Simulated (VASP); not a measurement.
Write the native input for VASP 6.6.1 that does the following.

```yaml
Task: relaxation of cell and atoms
Functional: revPBE
Dispersion: D3(BJ)
Potentials_or_basis: VASP PAW PBE potentials, release 64 (Fe, Al)
Cutoff: 600 eV
k_mesh: 9 × 9 × 9
Occupations: fermi-dirac, width 0.05 eV
Spin: collinear spin, ferromagnetic start
Starting_moments: "[3.0, 0.0] μB"
Dipole_correction: no
Further_INCAR_settings: ALGO = Normal; EDIFF = 1e-07; IBRION = 2; EDIFFG = -0.01; NSW = 60; ISIF = 3
```

The structure of AlFe lies in POSCAR:

```
AlFe
1.0
    2.9100000000      0.0000000000      0.0000000000
    0.0000000000      2.9100000000      0.0000000000
    0.0000000000      0.0000000000      2.9100000000
Fe Al
1 1
Direct
    0.5000000000      0.5000000000      0.5000000000
    0.0000000000      0.0000000000      0.0000000000
```

These files were run (other wordings do the same):

INCAR

```
PREC = Accurate
ENCUT = 600
EDIFF = 1E-7
ISMEAR = -1
SIGMA = 0.05
LREAL = False
LASPH = True
NELM = 150
ALGO = Normal
ISIF = 3
LWAVE = False
LCHARG = False
ISPIN = 2
MAGMOM = 3 0
LORBIT = 11
LMAXMIX = 4
GGA = RE
IVDW = 12
IBRION = 2
NSW = 60
EDIFFG = -0.01
```

KPOINTS

```
regular mesh
0
Gamma
  9 9 9
```

Potentials or basis: VASP PAW PBE potentials, release 64 (Fe, Al).

Command:

```sh
$ cat potpaw_PBE.64/Fe/POTCAR potpaw_PBE.64/Al/POTCAR > POTCAR
$ mpirun -np 1 vasp_std > vasp.out
```

Results of the run:

```json
{"Relaxed volume": "11.33 Å³/atom", "Relaxed cell": "a = 2.830 Å, b = 2.830 Å, c = 2.830 Å, α = 90.00°, β = 90.00°, γ = 90.00°", "Space group after relaxing (to 0.1 Å)": "Pm-3m (No. 221)", "Energy gained by relaxing": "45.0 meV/atom", "Ionic steps": "6", "Pressure after relaxing": "0.0 GPa", "Net moment": "0.60 μB per cell", "Site moments": "Fe +0.64; Al -0.02 μB", "Valence electrons inside the program's atomic spheres": "Fe 7.51; Al 0.87", "Dispersion energy per atom": "-0.804 eV"}
```

Caveat: the PAW data sets were made with another functional, which shifts forces and pressure a little.

Wall time 56 s on 1 thread of Intel(R) Xeon(R) Platinum 8559C (Emerald Rapids), with other jobs on the host, peak memory 0.18 GiB.
